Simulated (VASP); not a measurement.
# LiHgS (P4/mmm) in VASP: single point with PBE

Aim: the single point of LiHgS with PBE.

Program: VASP 6.6.1. These are calculated values, not measurements. Logs are shortened: lines on timing, memory, paths and dates and some standing lists are left out, and cuts for length are marked.

### 1 The cell of the first run

Symmetry: P4/mmm, No. 123, tetragonal system. The conventional cell has a = 3.645 Å, b = 3.645 Å, c = 5.195 Å, α = 90.00°, β = 90.00°, γ = 90.00°. Within 3.4 Å of Li (site symmetry 4/mmm) lie 4 S at 2.58 Å. Within 3.4 Å of Hg (site symmetry 4/mmm) lie 2 S at 2.60 Å. S (site symmetry 4/mmm) has 4 Li at 2.58 Å and 2 Hg at 2.60 Å within 3.4 Å.

The cell was built from a structure type or drawn by symmetry, and may not be a known phase.

### 2 Single point, PBE

Contents of INCAR:

```
SYSTEM = LiHgS
ALGO = Normal
EDIFF = 1E-6
ENCUT = 750
GGA = PE
GGA_COMPAT = .FALSE.
ISIF = 2
ISMEAR = 0
LASPH = .TRUE.
LCHARG = .FALSE.
LREAL = .FALSE.
LWAVE = .FALSE.
NBANDS = 22
NELM = 120
PREC = Accurate
SIGMA = 0.1
```

Contents of KPOINTS:

```
k-points
0
G
  14 14 10
  0 0 0
```

Contents of POSCAR:

```
LiHgS
1.0
    3.6452581404      0.0000000000      0.0000000000
    0.0000000000      3.6452581404      0.0000000000
    0.0000000000      0.0000000000      5.1954913036
Li Hg S
1 1 1
Direct
    0.5000000000      0.5000000000      0.5000000000
    0.0000000000      0.0000000000      0.0000000000
    0.0000000000      0.0000000000      0.5000000000
```

Potentials or basis: VASP PAW PBE potentials, release 64 (Li_sv, Hg_sv_GW, S).

Started as:

```sh
> cat potpaw_PBE.64/Li_sv/POTCAR potpaw_PBE.64/Hg_sv_GW/POTCAR potpaw_PBE.64/S/POTCAR > POTCAR
> mpirun -np 1 vasp_std > vasp.out
```

OUTCAR:

```text
SYSTEM = LiHgS
   EDIFF = 1E-6
   ENCUT = 750
   GGA = PE
   ISIF = 2
   ISMEAR = 0
   LASPH = .TRUE.
   LREAL = .FALSE.
   NELM = 120
   PREC = Accurate

 ion  position               nearest neighbor table
   1  0.500  0.500  0.500-   3 2.58   3 2.58   3 2.58   3 2.58
   2  0.000  0.000  0.000-   3 2.60   3 2.60
   3  0.000  0.000  0.500-   1 2.58   1 2.58   1 2.58   1 2.58   2 2.60   2 2.60

  LATTYP: Found a simple tetragonal cell.
 ALAT       =     3.6452581404
 C/A-ratio  =     1.4252739048

  Lattice vectors:

 A1 = (   3.6452581404,   0.0000000000,   0.0000000000)
 A2 = (   0.0000000000,   3.6452581404,   0.0000000000)
 A3 = (   0.0000000000,   0.0000000000,   5.1954913036)

Analysis of symmetry for initial positions (statically):
=====================================================================
 Subroutine PRICEL returns:
 Original cell was already a primitive cell.

 Routine SETGRP: Setting up the symmetry group for a
 simple tetragonal supercell.

 Subroutine GETGRP returns: Found 16 space group operations
 (whereof 16 operations were pure point group operations)
 out of a pool of 16 trial point group operations.

The static configuration has the point symmetry D_4h.

Analysis of symmetry for dynamics (positions and initial velocities):
=====================================================================
 Subroutine PRICEL returns:
 Original cell was already a primitive cell.

 Routine SETGRP: Setting up the symmetry group for a
 simple tetragonal supercell.

 Subroutine GETGRP returns: Found 16 space group operations
 (whereof 16 operations were pure point group operations)
 out of a pool of 16 trial point group operations.

The dynamic configuration has the point symmetry D_4h.

 Subroutine INISYM returns: Found 16 space group operations
 (whereof 16 operations are pure point group operations),
 and found     1 'primitive' translations

----------------------------------------------------------------------------------------

                                     Primitive cell

  volume of cell :      69.0372

  direct lattice vectors                    reciprocal lattice vectors
     3.645258140  0.000000000  0.000000000     0.274328994  0.000000000  0.000000000
     0.000000000  3.645258140  0.000000000     0.000000000  0.274328994  0.000000000
     0.000000000  0.000000000  5.195491304     0.000000000  0.000000000  0.192474579
[... 78 lines left out ...]
   ISTART =      0    job   : 0-new  1-cont  2-samecut
   ICHARG =      2    charge: 1-file 2-atom 10-const
   ISPIN  =      1    spin polarized calculation?
   LNONCOLLINEAR =      F non collinear calculations
   LSORBIT =      F    spin-orbit coupling
   LASPH  =      T    aspherical Exc in radial PAW
   ENCUT  =  750.0 eV  55.12 Ry    7.42 a.u.   8.14  8.14 11.60*2*pi/ulx,y,z
   NELM   =    120;   NELMIN=  2; NELMDL= -5     # of ELM steps
   EDIFF  = 0.1E-05   stopping-criterion for ELM
   LREAL  =      F    real-space projection
   EDIFFG = 0.1E-04   stopping-criterion for IOM
   NSW    =      0    number of steps for IOM
   IBRION =     -1    ionic relax: 0-MD 1-quasi-New 2-CG
   NFREE  =      0    steps in history (QN), initial steepest desc. (CG)
   ISIF   =      2    stress and relaxation
   ISYM   =      2    0-nonsym 1-usesym 2-fastsym
   POTIM  = 0.5000    time-step for ionic-motion
   TEBEG  =    0.0;   TEEND  =   0.0 temperature during run
   PSTRESS=    0.0 pullay stress
   NELECT =      29.0000    total number of electrons
   NUPDOWN=      -1.0000    fix difference up-down
   EMIN   =  10.00;   EMAX   =-10.00  energy-range for DOS
   EFERMI =   0.00;   METHOD = LEGACY
   ISMEAR =     0;   SIGMA  =   0.10  broadening in eV -4-tet -1-fermi 0-gaus
   EFERMI_NEDOS =   21; number of points for ismear=-14 and -15
   IALGO  =     38    algorithm
   IMIX   =      4    mixing-type and parameters
     AMIX     =   0.40;   BMIX     =  1.00
     AMIX_MAG =   1.60;   BMIX_MAG =  1.00
  volume/ion in A,a.u.               =      23.01       155.30
  Fermi-wavevector in a.u.,A,eV,Ry     =   1.226064  2.316925 20.452722  1.503233
  Thomas-Fermi vector in A             =   2.361079
   LORBIT       =      0    0 simple, 1 ext, 2 COOP (PROOUT), +10 PAW based schemes
   GGA     = PE    functional components
   LHFCALC =     F    Hartree Fock is set to
   AEXX    =    0.0000 exact exchange contribution
   IVDW    =     0    specifies the selected vdW correction
   LEPSILON=     F    determine dielectric tensor
   LRPA    =     F    only Hartree local field effects (RPA)
 non-spin polarized calculation
 Gauss-broadening in eV      SIGMA  =   0.10
  energy-cutoff  :      750.00
  volume of cell :       69.04
 maximum number of plane-waves:      3259
 NGX is ok and might be reduce to    36
   NGX = 17   NGY = 17   NGZ = 23

 number of electron      28.9999998 magnetization

 Free energy of the ion-electron system (eV)
  ---------------------------------------------------
  ext. energy  EPLUGINS =         0.00000000
  ---------------------------------------------------
  free energy    TOTEN  =        -7.83153178 eV

  energy without entropy =       -7.82899740  energy(sigma->0) =       -7.83026459

 E-fermi :   3.1491     XC(G=0):  -8.8512

 val. band max:        3.1473741205   @ k =   0.5000   0.1429   0.4000
 cond. band min:       3.1518470934   @ k =   0.0714   0.0000   0.3000
 fundamental gap:      0.0044729729
 Fermi energy:         3.1490563893

 k-point     1 :       0.0000    0.0000    0.0000
  band No.  band energies     occupation
      1    -111.8732      2.00000
      2     -60.2317      2.00000
      3     -60.2030      2.00000
      4     -60.2030      2.00000
      5     -42.7501      2.00000
      6      -9.6822      2.00000
[... 589 lines left out ...]
     21      11.5380      0.00000
     22      13.8045      0.00000

 [... further k-points ...]
[... 5 lines left out ...]
  --------------------------------------------------------------------------------------
  -------------------------------------------------------------------------------------
  Total       -0.0441046     -0.0441046     -0.0531545      0.0000000      0.0000000      0.0000000
  in kB       -1.0235561     -1.0235561     -1.2335810      0.0000000      0.0000000      0.0000000
  external PRESSURE =      -1.0935644 kB  Pullay stress =       0.0000000 kB

 VOLUME and BASIS-vectors are now :
 -----------------------------------------------------------------------------
  energy-cutoff  :      750.00
  volume of cell :       69.04
      direct lattice vectors                 reciprocal lattice vectors
     3.645258140  0.000000000  0.000000000     0.274328994  0.000000000  0.000000000
     0.000000000  3.645258140  0.000000000     0.000000000  0.274328994  0.000000000
     0.000000000  0.000000000  5.195491304     0.000000000  0.000000000  0.192474579

 POSITION                                       TOTAL-FORCE (eV/Angst)
 -----------------------------------------------------------------------------------
      1.82263      1.82263      2.59775         0.000000      0.000000      0.000000
      0.00000      0.00000      0.00000         0.000000      0.000000      0.000000
      0.00000      0.00000      2.59775         0.000000      0.000000      0.000000
 -----------------------------------------------------------------------------------
    total drift:                                0.000000      0.000000     -0.000000

  FREE ENERGIE OF THE ION-ELECTRON SYSTEM (eV)
  ---------------------------------------------------
  free  energy   TOTEN  =        -7.8315317760 eV

  energy  without entropy=       -7.8289973982  energy(sigma->0) =       -7.83026459
```

OSZICAR:

```text
N       E                     dE             d eps       ncg     rms          rms(c)
DAV:   1     0.447049842106E+03    0.44705E+03   -0.17607E+04  9624   0.187E+03
DAV:   2     0.510304318439E+02   -0.39602E+03   -0.35104E+03  9526   0.614E+02
DAV:   3    -0.498563554774E+01   -0.56016E+02   -0.54344E+02 14334   0.192E+02
DAV:   4    -0.885673097190E+01   -0.38711E+01   -0.38351E+01 16394   0.586E+01
DAV:   5    -0.908731343871E+01   -0.23058E+00   -0.23030E+00 13830   0.947E+00    0.154E+01
DAV:   6    -0.798556646434E+01    0.11017E+01   -0.15938E+00 15848   0.206E+01    0.119E+01
DAV:   7    -0.785111208953E+01    0.13445E+00   -0.85328E-01 13920   0.583E+00    0.543E+00
DAV:   8    -0.783183529212E+01    0.19277E-01   -0.11134E-01 12612   0.372E+00    0.976E-01
DAV:   9    -0.783128547611E+01    0.54982E-03   -0.13080E-02 14694   0.149E+00    0.574E-01
DAV:  10    -0.783153626393E+01   -0.25079E-03   -0.15986E-03 11744   0.388E-01    0.228E-01
DAV:  11    -0.783152223820E+01    0.14026E-04   -0.49702E-04 14638   0.287E-01    0.490E-02
DAV:  12    -0.783152201962E+01    0.21858E-06   -0.32451E-05 12932   0.377E-02    0.308E-02
DAV:  13    -0.783153221646E+01   -0.10197E-04   -0.23088E-05 11368   0.323E-02    0.200E-02
DAV:  14    -0.783153177595E+01    0.44050E-06   -0.13763E-06 11432   0.878E-03
   1 F= -.78315318E+01 E0= -.78302646E+01  d E =-.253438E-02
```

Run time: 6.2 min. Hardware: 1 thread of Intel Xeon Platinum 8488C (Sapphire Rapids), shared host; peak memory 0.76 GiB.

Results:

* Free energy: -7.8315 eV
* Pressure: -0.1 GPa
* Band gap on the k mesh: zero (an odd number of electrons rules out a gap without spin polarisation)

Caveat: spin-orbit coupling is left out, which moves the levels of the heavy elements.
